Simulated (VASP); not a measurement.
**NaCl: single point with PBEsol**

The system is NaCl.

```
Na Cl
1.0
     0.00000    2.80098    2.80098
     2.80098    0.00000    2.80098
     2.80098    2.80098    0.00000
Na Cl
1 1
Direct
  0.00000 0.00000 0.00000
  0.50000 0.50000 0.50000
```

```json
{
 "Program": "VASP 6.6.1",
 "Task": "single point",
 "Functional": "PBEsol",
 "Potentials or basis": "VASP PAW PBE potentials, release 64 (Na_pv, Cl)",
 "Cutoff": "520 eV",
 "k mesh": "6 × 6 × 6",
 "Occupations": "gaussian, width 0.01 eV",
 "Spin": "no spin polarisation"
}
```

```
Pressure               : 0.0 GPa
Band gap on the k mesh : 5.01 eV, direct
```

Levels at points of the mesh, in eV from the valence-band top:
```tsv
k point	band 5	band 6	band 7	band 8	band 9	band 10
(0.00, 0.00, 0.00)	0.00	0.00	0.00	5.01	11.02	11.02
(0.50, 0.00, 0.00)	-2.03	-0.28	-0.28	7.11	10.66	10.91
(0.50, 0.50, 0.00)	-1.76	-0.63	-0.63	7.49	7.87	11.27
```

Run time: 10 s on 1 thread of AMD EPYC 7R43 64-Core Processor (Zen 3), on a shared host, peak memory 0.12 GiB.

Caveat: the PAW data sets were made with another functional, which shifts forces and pressure a little.
